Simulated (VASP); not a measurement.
# La (P6_3/mmc) in VASP: single point with BLYP

Aim: the single point of La with BLYP.

Program: VASP 6.6.1. These are calculated values, not measurements. Logs are shortened: lines on timing, memory, paths and dates and some standing lists are left out, and cuts for length are marked.

## Step 1: The cell of the first run

It takes space group P6_3/mmc (No. 194, hexagonal). The conventional cell has a = 4.011 Å, b = 4.011 Å, c = 12.894 Å, α = 90.00°, β = 90.00°, γ = 120.00°. Within 5.2 Å of La (site symmetry -3m) lie 12 La at 3.97 to 4.01 Å. Within 5.2 Å of La (site symmetry -6m2) lie 12 La at 3.97 to 4.01 Å.

## Step 2: Single point, BLYP (44.91 Å³/atom)

File INCAR:

```
PREC = Accurate
ENCUT = 520
EDIFF = 1E-6
ISMEAR = -1
SIGMA = 0.1
LREAL = F
LASPH = T
NELM = 80
ALGO = Normal
ISIF = 2
LWAVE = F
LCHARG = F
GGA = B5
ALDAX = 1.0
AGGAX = 1.0
AGGAC = 1.0
ALDAC = 0.0
NBANDS = 30
```

File KPOINTS:

```
regular mesh
0
Gamma
  12 12 4
```

File POSCAR:

```
La
1.0
    4.0107873104      0.0000000000      0.0000000000
   -2.0053936552      3.4734437000      0.0000000000
    0.0000000000      0.0000000000     12.8940276640
La
4
Direct
    1.0000000000      1.0000000000      0.0000000000
    0.0000000000      1.0000000000      0.5000000000
    0.3333333333      0.6666666667      0.7500000000
    0.6666666667      0.3333333333      0.2500000000
```

Potentials or basis: VASP PAW PBE potentials, release 64 (La).

Run with:

```
cat potpaw_PBE.64/La/POTCAR > POTCAR
mpirun -np 1 vasp_std > vasp.out
```

OUTCAR:

```text
PREC = Accurate
   ENCUT = 520
   EDIFF = 1E-6
   ISMEAR = -1
   LREAL = F
   LASPH = T
   NELM = 80
   ISIF = 2
   GGA = B5

 ion  position               nearest neighbor table
   1  0.000  0.000  0.000-
   2  0.000  0.000  0.500-
   3  0.333  0.667  0.750-
   4  0.667  0.333  0.250-

  LATTYP: Found a hexagonal cell.
 ALAT       =     4.0107873104
 C/A-ratio  =     3.2148370547

  Lattice vectors:

 A1 = (   4.0107873104,   0.0000000000,   0.0000000000)
 A2 = (  -2.0053936552,   3.4734437000,   0.0000000000)
 A3 = (   0.0000000000,   0.0000000000,  12.8940276640)

Analysis of symmetry for initial positions (statically):
=====================================================================
 Subroutine PRICEL returns:
 Original cell was already a primitive cell.

 Routine SETGRP: Setting up the symmetry group for a
 hexagonal supercell.

 Subroutine GETGRP returns: Found 24 space group operations
 (whereof 12 operations were pure point group operations)
 out of a pool of 24 trial point group operations.

The static configuration has the point symmetry D_3d.
 The point group associated with its full space group is D_6h.

Analysis of symmetry for dynamics (positions and initial velocities):
=====================================================================
 Subroutine PRICEL returns:
 Original cell was already a primitive cell.

 Routine SETGRP: Setting up the symmetry group for a
 hexagonal supercell.

 Subroutine GETGRP returns: Found 24 space group operations
 (whereof 12 operations were pure point group operations)
 out of a pool of 24 trial point group operations.

The dynamic configuration has the point symmetry D_3d.
 The point group associated with its full space group is D_6h.

 Subroutine INISYM returns: Found 24 space group operations
 (whereof 12 operations are pure point group operations),
 and found     1 'primitive' translations

----------------------------------------------------------------------------------------

                                     Primitive cell

  volume of cell :     179.6298

  direct lattice vectors                    reciprocal lattice vectors
     4.010787310  0.000000000  0.000000000     0.249327606  0.143949361  0.000000000
    -2.005393655  3.473443700  0.000000000     0.000000000  0.287898721  0.000000000
     0.000000000  0.000000000 12.894027664     0.000000000  0.000000000  0.077555286

  length of vectors
     4.010787310  4.010787310 12.894027664     0.287898721  0.287898721  0.077555286

  position of ions in fractional coordinates (direct lattice)
     0.000000000  0.000000000  0.000000000
     0.000000000  0.000000000  0.500000000
     0.333333333  0.666666667  0.750000000
     0.666666667  0.333333333  0.250000000

  ion indices of the primitive-cell ions
   primitive index   ion index
                 1           1
                 2           2
                 3           3
                 4           4

----------------------------------------------------------------------------------------

 KPOINTS: regular mesh

Automatic generation of k-mesh.
 Grid dimensions read from file:
 generate k-points for:   12   12    4

 Generating k-lattice:

  Cartesian coordinates                     Fractional coordinates (reciprocal lattice)
     0.020777301  0.011995780  0.000000000     0.083333333  0.000000000  0.000000000
     0.000000000  0.023991560  0.000000000     0.000000000  0.083333333  0.000000000
     0.000000000  0.000000000  0.019388821     0.000000000  0.000000000  0.250000000

  Length of vectors
     0.023991560  0.023991560  0.019388821

  Shift w.r.t. Gamma in fractional coordinates (k-lattice)
     0.000000000  0.000000000  0.000000000

 Subroutine IBZKPT returns following result:
 ===========================================

 Found     57 irreducible k-points:

 Following reciprocal coordinates:
            Coordinates               Weight
  0.000000  0.000000  0.000000      1.000000
  0.083333  0.000000  0.000000      6.000000
  0.166667 -0.000000  0.000000      6.000000
  0.250000  0.000000  0.000000      6.000000
  0.333333  0.000000  0.000000      6.000000
  0.416667  0.000000  0.000000      6.000000
[... 16 lines left out ...]
  0.250000  0.000000  0.250000     12.000000
  0.333333  0.000000  0.250000     12.000000
 [... further k-points ...]
   k-points           NKPTS =     57   k-points in BZ     NKDIM =     57   number of bands    NBANDS=     30
   number of dos      NEDOS =    301   number of ions     NIONS =      4
   total plane-waves  NPLWV =  86400
   dimension x,y,z NGX =    30 NGY =   30 NGZ =   96
   dimension x,y,z NGXF=    60 NGYF=   60 NGZF=  192
   ions per type =               4
   NGX,Y,Z   is equivalent  to a cutoff of  12.43, 12.43, 12.38 a.u.
   NGXF,Y,Z  is equivalent  to a cutoff of  24.87, 24.87, 24.76 a.u.
 SYSTEM =  unknown system
   PREC   = accura    normal or accurate (medium, high low for compatibility)
   ISTART =      0    job   : 0-new  1-cont  2-samecut
   ICHARG =      2    charge: 1-file 2-atom 10-const
   ISPIN  =      1    spin polarized calculation?
   LNONCOLLINEAR =      F non collinear calculations
   LSORBIT =      F    spin-orbit coupling
   LASPH  =      T    aspherical Exc in radial PAW
   ENCUT  =  520.0 eV  38.22 Ry    6.18 a.u.   7.46  7.46 23.97*2*pi/ulx,y,z
   NELM   =     80;   NELMIN=  2; NELMDL= -5     # of ELM steps
   EDIFF  = 0.1E-05   stopping-criterion for ELM
   LREAL  =      F    real-space projection
   EDIFFG = 0.1E-04   stopping-criterion for IOM
   NSW    =      0    number of steps for IOM
   IBRION =     -1    ionic relax: 0-MD 1-quasi-New 2-CG
   NFREE  =      0    steps in history (QN), initial steepest desc. (CG)
   ISIF   =      2    stress and relaxation
   ISYM   =      2    0-nonsym 1-usesym 2-fastsym
   POTIM  = 0.5000    time-step for ionic-motion
   TEBEG  =    0.0;   TEEND  =   0.0 temperature during run
   PSTRESS=    0.0 pullay stress
   NELECT =      44.0000    total number of electrons
   NUPDOWN=      -1.0000    fix difference up-down
   EMIN   =  10.00;   EMAX   =-10.00  energy-range for DOS
   EFERMI =   0.00;   METHOD = LEGACY
   ISMEAR =    -1;   SIGMA  =   0.10  broadening in eV -4-tet -1-fermi 0-gaus
   EFERMI_NEDOS =   21; number of points for ismear=-14 and -15
   IALGO  =     38    algorithm
   IMIX   =      4    mixing-type and parameters
     AMIX     =   0.40;   BMIX     =  1.00
     AMIX_MAG =   1.60;   BMIX_MAG =  1.00
  volume/ion in A,a.u.               =      44.91       303.05
  Fermi-wavevector in a.u.,A,eV,Ry     =   1.024313  1.935672 14.275479  1.049218
  Thomas-Fermi vector in A             =   2.158094
   LORBIT       =      0    0 simple, 1 ext, 2 COOP (PROOUT), +10 PAW based schemes
   GGA     = B5    functional components
   LHFCALC =     F    Hartree Fock is set to
   AEXX    =    0.0000 exact exchange contribution
   IVDW    =     0    specifies the selected vdW correction
   LEPSILON=     F    determine dielectric tensor
   LRPA    =     F    only Hartree local field effects (RPA)
 non-spin polarized calculation
  energy-cutoff  :      520.00
  volume of cell :      179.63
 maximum number of plane-waves:      4872
 NGX is ok and might be reduce to    30
   NGX = 15   NGY = 15   NGZ = 47

 number of electron      43.9999999 magnetization

 Free energy of the ion-electron system (eV)
  ---------------------------------------------------
  ext. energy  EPLUGINS =         0.00000000
  ---------------------------------------------------
  free energy    TOTEN  =       -15.78068756 eV

  energy without entropy =      -15.50870462  energy(sigma->0) =      -15.64469609

 E-fermi :   6.6944     XC(G=0):  -8.2863

 val. band max:        6.6838843872   @ k =   0.1667  -0.0000   0.0000
 cond. band min:       6.7028501613   @ k =   0.3333   0.2500   0.2500
 fundamental gap:      0.0189657741
 Fermi energy:         6.6944345936

 k-point     1 :       0.0000    0.0000    0.0000
  band No.  band energies     occupation
      1     -26.5014      2.00000
      2     -26.4602      2.00000
      3     -26.4477      2.00000
      4     -26.4058      2.00000
      5     -10.5605      2.00000
      6     -10.1841      2.00000
[... 22 lines left out ...]
     29       7.8876      0.00001
     30       7.9241      0.00001

 k-point     2 :       0.0833    0.0000    0.0000
  band No.  band energies     occupation
      1     -26.4963      2.00000
      2     -26.4565      2.00000
      3     -26.4441      2.00000
      4     -26.4035      2.00000
      5     -10.5438      2.00000
      6     -10.1899      2.00000
[... 22 lines left out ...]
     29       7.9047      0.00001
     30       7.9138      0.00001

 k-point     3 :       0.1667   -0.0000    0.0000
  band No.  band energies     occupation
      1     -26.4822      2.00000
      2     -26.4464      2.00000
      3     -26.4339      2.00000
      4     -26.3976      2.00000
      5     -10.4961      2.00000
      6     -10.2176      2.00000
[... 22 lines left out ...]
     29       7.8750      0.00001
     30       7.8927      0.00001

 k-point     4 :       0.2500    0.0000    0.0000
  band No.  band energies     occupation
      1     -26.4620      2.00000
      2     -26.4325      2.00000
      3     -26.4200      2.00000
      4     -26.3901      2.00000
      5     -10.4278      2.00000
      6     -10.2955      2.00000
[... 22 lines left out ...]
     29       7.8434      0.00002
     30       7.8641      0.00002

 k-point     5 :       0.3333    0.0000    0.0000
  band No.  band energies     occupation
      1     -26.4403      2.00000
      2     -26.4186      2.00000
      3     -26.4061      2.00000
      4     -26.3841      2.00000
      5     -10.4172      2.00000
      6     -10.4101      2.00000
[... 22 lines left out ...]
     29       7.8076      0.00003
     30       7.8260      0.00002
[... 526 lines left out ...]
     29       7.8706      0.00002
     30       7.9095      0.00001

 k-point    22 :       0.1667   -0.0000    0.2500
  band No.  band energies     occupation
      1     -26.4791      2.00000
      2     -26.4573      2.00000
      3     -26.4229      2.00000
      4     -26.4007      2.00000
      5     -10.4749      2.00000
      6     -10.3227      2.00000
[... 22 lines left out ...]
     29       7.8833      0.00001
     30       7.8897      0.00001

 k-point    23 :       0.2500    0.0000    0.2500
  band No.  band energies     occupation
      1     -26.4594      2.00000
      2     -26.4412      2.00000
      3     -26.4113      2.00000
      4     -26.3928      2.00000
      5     -10.4184      2.00000
      6     -10.3450      2.00000
[... 22 lines left out ...]
     29       7.8545      0.00002
     30       7.8753      0.00001

 k-point    24 :       0.3333    0.0000    0.2500
  band No.  band energies     occupation
      1     -26.4383      2.00000
      2     -26.4245      2.00000
      3     -26.4001      2.00000
      4     -26.3862      2.00000
      5     -10.4266      2.00000
      6     -10.3750      2.00000
[... 22 lines left out ...]
     29       7.7864      0.00004
     30       7.8852      0.00001

 [... further k-points ...]

------------------------ aborting loop because EDIFF is reached ----------------------------------------

  FORCE on cell =-STRESS in cart. coord.  units (eV):
  Direction    XX          YY          ZZ          XY          YZ          ZX
  --------------------------------------------------------------------------------------
  -------------------------------------------------------------------------------------
  Total       -2.7147519     -2.7147519     -2.7009236      0.0000000      0.0000000      0.0000000
  in kB      -24.2137604    -24.2137604    -24.0904211      0.0000000      0.0000000      0.0000000
  external PRESSURE =     -24.1726473 kB  Pullay stress =       0.0000000 kB

 VOLUME and BASIS-vectors are now :
 -----------------------------------------------------------------------------
  energy-cutoff  :      520.00
  volume of cell :      179.63
      direct lattice vectors                 reciprocal lattice vectors
     4.010787310  0.000000000  0.000000000     0.249327606  0.143949361  0.000000000
    -2.005393655  3.473443700  0.000000000     0.000000000  0.287898721  0.000000000
     0.000000000  0.000000000 12.894027664     0.000000000  0.000000000  0.077555286

 POSITION                                       TOTAL-FORCE (eV/Angst)
 -----------------------------------------------------------------------------------
      0.00000      0.00000      0.00000        -0.000000      0.000000     -0.000000
      0.00000      0.00000      6.44701        -0.000000      0.000000     -0.000000
     -0.00000      2.31563      9.67052        -0.000000      0.000000     -0.000000
      2.00539      1.15781      3.22351         0.000000     -0.000000      0.000000
 -----------------------------------------------------------------------------------
    total drift:                                0.000000     -0.000000     -0.000000

  FREE ENERGIE OF THE ION-ELECTRON SYSTEM (eV)
  ---------------------------------------------------
  free  energy   TOTEN  =       -15.7806875605 eV

  energy  without entropy=      -15.5087046228  energy(sigma->0) =      -15.64469609
```

It took 4.1 min on 1 thread of AMD EPYC 9R45 (Zen 5), shared host; peak memory 0.41 GiB.

What came out:

| Property | Result |
| --- | --- |
| Free energy | -15.7807 eV |
| Pressure | -2.4 GPa |
| Band gap on the k mesh | zero (bands 22 and 23 overlap by 0.84 eV) |

Caveat: the PAW data sets were made with another functional, which shifts forces and pressure a little; spin-orbit coupling is left out, which moves the levels of the heavy elements.
